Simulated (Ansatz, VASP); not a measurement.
One calculation of InSb3, two programs

The input INCAR:

```
SYSTEM = InSb3
  PREC = Accurate
  ENCUT = 520
  EDIFF = 1E-6
  ISMEAR = -1
  SIGMA = 0.05
  LREAL = .FALSE.
  LASPH = .TRUE.
  NELM = 80
  ALGO = Normal
  ISIF = 2
  LWAVE = .FALSE.
  LCHARG = .FALSE.
  GGA = PE
  NBANDS = 22
```

KPOINTS

```
regular mesh
0
G
  6 6 6
  0 0 0
```

POSCAR

```
InSb3
1.0
    0.0000000000      3.7432709431      3.7432709431
    3.7432709431      0.0000000000      3.7432709431
    3.7432709431      3.7432709431      0.0000000000
Sb In
3 1
Direct
    0.5000000000      0.5000000000      0.5000000000
    0.7500000000      0.7500000000      0.7500000000
    0.2500000000      0.2500000000      0.2500000000
    0.0000000000      0.0000000000      0.0000000000
```

File input.yaml:

```yaml
crystal:
  lattice:
    - [0.0, 3.7432709431, 3.7432709431]
    - [3.7432709431, 0.0, 3.7432709431]
    - [3.7432709431, 3.7432709431, 0.0]
  atoms:
    - { symbol: Sb, position: [0.5, 0.5, 0.5] }
    - { symbol: Sb, position: [0.75, 0.75, 0.75] }
    - { symbol: Sb, position: [0.25, 0.25, 0.25] }
    - { symbol: In, position: [0.0, 0.0, 0.0] }
hamiltonian:
  xc: pbe
  pseudopotentials: { kind: paw }
kpoints:
  mp_grid: { grid: [6, 6, 6] }
scf:
  occupations: { method: fermi_dirac, width: 0.05 }
output:
  forces: true
  stress: true
  eigenvalues: true
  write_density: true
  write_potential: true
  elf: true
  volumetric_format: npy
```

Alike in both runs: task single point; functional PBE; k mesh 6 × 6 × 6; occupations fermi-dirac, width 0.05 eV; no spin polarisation.

|  | VASP | Ansatz |
| --- | --- | --- |
| version | VASP 6.6.1 | Ansatz 0.2.0 |
| potentials or method | VASP PAW PBE potentials, release 64 (Sb, In_d) | Ansatz PAW |
| plane-wave cutoff (eV) | 520 | 420 |
| valence electrons in the cell | 28 | 58 |

|  | VASP | Ansatz | Ansatz less VASP |
| --- | --- | --- | --- |
| gap on the k mesh at the Fermi level (eV) | none | none | - |
| pressure (GPa) | 2.0 | 2.1 | +0.11 |

A gap of «none» marks a metal or a gap that the smearing closes. VASP's potentials hold 28 valence electrons a cell and Ansatz's 58, so a difference there can come from the potentials and not from the codes.

Spin-orbit coupling is off throughout.
